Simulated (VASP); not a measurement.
# SiN (Pnnm) in VASP: further runs, part 2 of 2

VASP 6.6.1.

## Step 3: Relaxation of cell and atoms, PBE

This run uses another cell than the first one, of 12.74 Å³/atom, 1.030 times its volume.

Input file INCAR:

```
SYSTEM = SiN
ALGO = Normal
EDIFF = 1E-6
EDIFFG = -0.01
ENCUT = 600
GGA = PE
IBRION = 2
ISIF = 3
ISMEAR = 0
LASPH = .True.
LCHARG = .False.
LREAL = .False.
LWAVE = .False.
NELM = 80
NSW = 100
PREC = Accurate
SIGMA = 0.02
```

Input file KPOINTS:

```
k-points
0
Gamma
  6 4 10
  0 0 0
```

Input file POSCAR:

```
SiN
1.0
    4.8197335081      0.0000000000      0.0000000000
    0.0000000000      7.2817912096      0.0000000000
    0.0000000000      0.0000000000      2.9037970474
Si N
4 4
Direct
    0.9606139482      0.8393309846      0.0000000000
    0.4606139482      0.6606690154      0.5000000000
    0.0393860518      0.1606690154      0.0000000000
    0.5393860518      0.3393309846      0.5000000000
    0.2805331481      0.7227921925      0.0000000000
    0.7805331481      0.7772078075      0.5000000000
    0.7194668519      0.2772078075      0.0000000000
    0.2194668519      0.2227921925      0.5000000000
```

Potentials or basis: VASP PAW PBE potentials, release 64 (Si, N).

Started as:

```bash
cat potpaw_PBE.64/Si/POTCAR potpaw_PBE.64/N/POTCAR > POTCAR
mpirun -np 1 vasp_std > vasp.out
```

OUTCAR:

```text
SYSTEM = SiN
   EDIFF = 1E-6
   EDIFFG = -0.01
   ENCUT = 600
   GGA = PE
   IBRION = 2
   ISIF = 3
   ISMEAR = 0
   LASPH = .True.
   LREAL = .False.
   NELM = 80
   NSW = 100
   PREC = Accurate

 ion  position               nearest neighbor table
   1  0.961  0.839  0.000-   6 1.75   6 1.75   5 1.76   3 2.37   2 3.10   2 3.10   2 3.10   2 3.10

   2  0.461  0.661  0.500-   5 1.75   5 1.75   6 1.76   4 2.37   1 3.10   1 3.10   1 3.10   1 3.10

   3  0.039  0.161  0.000-   8 1.75   8 1.75   7 1.76   1 2.37   4 3.10   4 3.10   4 3.10   4 3.10

   4  0.539  0.339  0.500-   7 1.75   7 1.75   8 1.76   2 2.37   3 3.10   3 3.10   3 3.10   3 3.10

   5  0.281  0.723  0.000-   2 1.75   2 1.75   1 1.76
   6  0.781  0.777  0.500-   1 1.75   1 1.75   2 1.76
   7  0.719  0.277  0.000-   4 1.75   4 1.75   3 1.76
   8  0.219  0.223  0.500-   3 1.75   3 1.75   4 1.76

  LATTYP: Found a simple orthorhombic cell.
 ALAT       =     2.9037970474
 B/A-ratio  =     1.6598038463
 C/A-ratio  =     2.5076791149

  Lattice vectors:

 A1 = (   0.0000000000,   0.0000000000,   2.9037970474)
 A2 = (   4.8197335081,   0.0000000000,   0.0000000000)
 A3 = (   0.0000000000,   7.2817912096,   0.0000000000)

Analysis of symmetry for initial positions (statically):
=====================================================================
 Subroutine PRICEL returns:
 Original cell was already a primitive cell.

 Routine SETGRP: Setting up the symmetry group for a
 simple orthorhombic supercell.

 Subroutine GETGRP returns: Found  8 space group operations
 (whereof  4 operations were pure point group operations)
 out of a pool of  8 trial point group operations.

The static configuration has the point symmetry C_2h.
 The point group associated with its full space group is D_2h.

Analysis of symmetry for dynamics (positions and initial velocities):
=====================================================================
 Subroutine PRICEL returns:
[... 144 lines left out ...]
  Fermi-wavevector in a.u.,A,eV,Ry     =   1.157266  2.186915 18.221798  1.339264
  Thomas-Fermi vector in A             =   2.293879
   LORBIT       =      0    0 simple, 1 ext, 2 COOP (PROOUT), +10 PAW based schemes
   GGA     = PE    functional components
   LHFCALC =     F    Hartree Fock is set to
   AEXX    =    0.0000 exact exchange contribution
   IVDW    =     0    specifies the selected vdW correction
   LEPSILON=     F    determine dielectric tensor
   LRPA    =     F    only Hartree local field effects (RPA)
 conjugate gradient relaxation of ions
 non-spin polarized calculation
 Gauss-broadening in eV      SIGMA  =   0.02
  energy-cutoff  :      600.00
  volume of cell :      101.91
 maximum number of plane-waves:      3428
 NGX is ok and might be reduce to    40
   NGX = 19   NGY = 29   NGZ = 11

--------------------------------------- Ionic step        1  -------------------------------------------

 number of electron      36.0000000 magnetization

 Free energy of the ion-electron system (eV)
  ---------------------------------------------------
  ext. energy  EPLUGINS =         0.00000000
  ---------------------------------------------------
  free energy    TOTEN  =       -61.78736208 eV

  energy without entropy =      -61.78736208  energy(sigma->0) =      -61.78736208

------------------------ aborting loop because EDIFF is reached ----------------------------------------

  FORCE on cell =-STRESS in cart. coord.  units (eV):
  Direction    XX          YY          ZZ          XY          YZ          ZX
  --------------------------------------------------------------------------------------
  -------------------------------------------------------------------------------------
  Total       -0.0394417     -0.1666612     -0.1630761      0.0000000      0.0000000      0.0000000
  in kB       -0.6200672     -2.6200987     -2.5637360      0.0000000      0.0000000      0.0000000
  external PRESSURE =      -1.9346339 kB  Pullay stress =       0.0000000 kB
[... 197 lines left out ...]
--------------------------------------- Ionic step        6  -------------------------------------------

 number of electron      36.0000000 magnetization

 Free energy of the ion-electron system (eV)
  ---------------------------------------------------
  ext. energy  EPLUGINS =         0.00000000
  ---------------------------------------------------
  free energy    TOTEN  =       -61.78753286 eV

  energy without entropy =      -61.78753286  energy(sigma->0) =      -61.78753286

 E-fermi :   6.4768     XC(G=0):  -9.9574

 val. band max:        6.3347255165   @ k =   0.0000   0.0000   0.1000
 cond. band min:       7.9482621122   @ k =   0.5000   0.0000   0.5000
 fundamental gap:      1.6135365957
 Fermi energy:         6.4767697582

 k-point     1 :       0.0000    0.0000    0.0000
  band No.  band energies     occupation
      1     -11.9908      2.00000
      2     -11.6111      2.00000
      3      -9.3766      2.00000
      4      -9.3645      2.00000
      5      -4.6573      2.00000
      6      -3.2822      2.00000
[... 613 lines left out ...]
     22      11.5592      0.00000
     23      12.3378      0.00000

 [... further k-points ...]
[... 5 lines left out ...]
  --------------------------------------------------------------------------------------
  -------------------------------------------------------------------------------------
  Total       -0.0294790      0.0037687     -0.0033184      0.0000000      0.0000000      0.0000000
  in kB       -0.4640482      0.0593261     -0.0522366      0.0000000      0.0000000      0.0000000
  external PRESSURE =      -0.1523196 kB  Pullay stress =       0.0000000 kB
[... 23 lines left out ...]
  FREE ENERGIE OF THE ION-ELECTRON SYSTEM (eV)
  ---------------------------------------------------
  free  energy   TOTEN  =       -61.7875328636 eV

  energy  without entropy=      -61.7875328636  energy(sigma->0) =      -61.78753286

 reached required accuracy - stopping structural energy minimisation
```

CONTCAR:

```text
SiN
   1.00000000000000
     4.8230701241866898   -0.0000000000000000    0.0000000000000000
    -0.0000000000000000    7.2709427857684625    0.0000000000000000
     0.0000000000000000    0.0000000000000000    2.9023207282551002
  Si              N
     4     4
Direct
     0.9607039347944747    0.8392505208062456    1.0000000000000000
     0.4607039347944746    0.6607494791937544    0.5000000000000000
     0.0392960652055254    0.1607494791937545    0.0000000000000000
     0.5392960652055253    0.3392505208062456    0.5000000000000000
     0.2806175688177200    0.7228711189028371    0.0000000000000000
     0.7806175688177199    0.7771288810971629    0.5000000000000000
     0.7193824311822801    0.2771288810971631    0.0000000000000000
     0.2193824311822800    0.2228711189028369    0.5000000000000000

  0.00000000E+00  0.00000000E+00  0.00000000E+00
  0.00000000E+00  0.00000000E+00  0.00000000E+00
  0.00000000E+00  0.00000000E+00  0.00000000E+00
  0.00000000E+00  0.00000000E+00  0.00000000E+00
  0.00000000E+00  0.00000000E+00  0.00000000E+00
  0.00000000E+00  0.00000000E+00  0.00000000E+00
  0.00000000E+00  0.00000000E+00  0.00000000E+00
  0.00000000E+00  0.00000000E+00  0.00000000E+00
```

Run time: 7.9 min. Hardware: 1 thread of Intel Xeon Platinum 8259CL at 2.50GHz (Skylake/Cascade Lake), shared host; peak memory 0.33 GiB.

Results:

- Free energy: -61.7875 eV
- Relaxed volume: 12.72 Å³/atom
- Relaxed cell: a = 4.823 Å, b = 7.271 Å, c = 2.902 Å, α = 90.00°, β = 90.00°, γ = 90.00°
- Space group after relaxing (to 0.05 Å): Pnnm (No. 58)
- Energy gained by relaxing: 0.0 meV/atom
- Ionic steps: 6
- Pressure after relaxing: 0.0 GPa
- Largest force after relaxing: 0.007 eV/Å
- Band gap on the k mesh: 1.61 eV, indirect (least direct gap 2.29 eV)

Forces in eV/Å, atoms in the order of the input:
```
Si   0.003 -0.004  0.000
Si   0.003  0.004  0.000
Si  -0.003  0.004  0.000
Si  -0.003 -0.004  0.000
N    0.001  0.007  0.000
N    0.001 -0.007  0.000
N   -0.001 -0.007  0.000
N   -0.001  0.007  0.000
```

Step by step:
```tsv
step	energy change (eV)	largest force (eV/Å)	pressure (GPa)	volume (Å³)
1	0.0000	0.0057	-0.19	101.91
2	0.0000	0.0134	0.22	101.69
3	-0.0001	0.0078	0.04	101.78
4	-0.0001	0.0149	0.03	101.76
5	-0.0001	0.0140	0.03	101.76
6	-0.0002	0.0074	-0.02	101.78
```

Final structure:
```yaml
crystal:
  lattice:
    - [4.82307, 0.00000, 0.00000]
    - [0.00000, 7.27094, 0.00000]
    - [0.00000, 0.00000, 2.90232]
  atoms:
    - { symbol: Si, position: [0.96070, 0.83925, 0.00000] }
    - { symbol: Si, position: [0.46070, 0.66075, 0.50000] }
    - { symbol: Si, position: [0.03930, 0.16075, 0.00000] }
    - { symbol: Si, position: [0.53930, 0.33925, 0.50000] }
    - { symbol: N, position: [0.28062, 0.72287, 0.00000] }
    - { symbol: N, position: [0.78062, 0.77713, 0.50000] }
    - { symbol: N, position: [0.71938, 0.27713, 0.00000] }
    - { symbol: N, position: [0.21938, 0.22287, 0.50000] }
```

Levels at points of the mesh, in eV from the valence-band top:
```tsv
k point	band 16	band 17	band 18	band 19	band 20	band 21
(0.00, 0.00, 0.00)	-2.19	-1.58	-0.01	2.27	3.65	3.68
(0.50, 0.00, 0.00)	-3.39	-1.86	-1.86	3.50	3.50	4.80
(0.00, 0.50, 0.00)	-2.20	-1.84	-1.84	3.22	3.22	4.62
(0.50, 0.50, 0.00)	-3.91	-1.13	-1.13	3.15	3.15	4.81
(0.00, 0.00, 0.50)	-2.69	-2.11	-2.11	2.63	2.63	3.97
(0.50, 0.00, 0.50)	-2.53	-1.35	-1.35	1.61	1.61	4.33
(0.00, 0.50, 0.50)	-3.07	-1.84	-1.84	2.00	2.00	5.39
(0.50, 0.50, 0.50)	-2.56	-1.90	-1.90	2.84	2.84	3.54
```
